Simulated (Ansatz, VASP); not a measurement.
**Sn: VASP beside Ansatz**

Contents of INCAR:

```
SYSTEM = Sn
  PREC = Accurate
  ENCUT = 600
  EDIFF = 1E-6
  ISMEAR = -1
  SIGMA = 0.05
  LREAL = .FALSE.
  LASPH = .TRUE.
  NELM = 80
  ALGO = Normal
  ISIF = 3
  LWAVE = .FALSE.
  LCHARG = .FALSE.
  GGA = B5
  ALDAX = 1.0
  AGGAX = 1.0
  AGGAC = 1.0
  ALDAC = 0.0
  IVDW = 12
  VDW_S6 = 1.0
  VDW_S8 = 2.6996
  VDW_A1 = 0.4298
  VDW_A2 = 4.2359
  IBRION = 2
  NSW = 80
  EDIFFG = -0.005
```

File KPOINTS:

```
Automatic mesh
0
G
  11 11 11
  0 0 0
```

File POSCAR:

```
Sn
1.0
   -1.7265390000      1.7755470000      2.3383420000
    1.7265390000     -1.7755470000      2.3383420000
    1.7265390000      1.7755470000     -2.3383420000
Sn
1
Direct
    0.0000000000      0.0000000000      0.0000000000
```

The input input.yaml:

```yaml
crystal:
  lattice:
    - [-1.726539, 1.775547, 2.338342]
    - [1.726539, -1.775547, 2.338342]
    - [1.726539, 1.775547, -2.338342]
  atoms:
    - { symbol: Sn, position: [0.0, 0.0, 0.0] }
kpoints:
  mp_grid: { grid: [11, 11, 11] }
scf:
  occupations: { method: fermi_dirac, width: 0.05 }
hamiltonian:
  xc: blyp
  dispersion: d3bj
  pseudopotentials: { kind: all_electron, lapw: { basis_error: 0.001 } }
output:
  forces: true
  stress: true
relax:
  f_tol: 0.005
  max_steps: 60
  cell: {}
```

Alike in both runs: task relaxation of cell and atoms; functional BLYP; dispersion D3(BJ); k mesh 11 × 11 × 11; occupations fermi-dirac, width 0.05 eV; no spin polarisation.

|  | VASP | Ansatz |
| --- | --- | --- |
| version | VASP 6.6.1 | Ansatz 0.2.0 |
| potentials or method | VASP PAW PBE potentials, release 64 (Sn_d), cutoff 600 eV | all-electron LAPW, scalar-relativistic |

|  | VASP | Ansatz | Ansatz less VASP |
| --- | --- | --- | --- |
| relaxed volume (Å³/atom) | 27.68 | 27.64 | -0.048 |
| relaxed cell length with the largest relative difference (Å) | 3.378 | 3.376 | -0.0016 |

VASP's potentials were made for PBE, not for BLYP. Ansatz ran all-electron here, and VASP with PAW potentials.
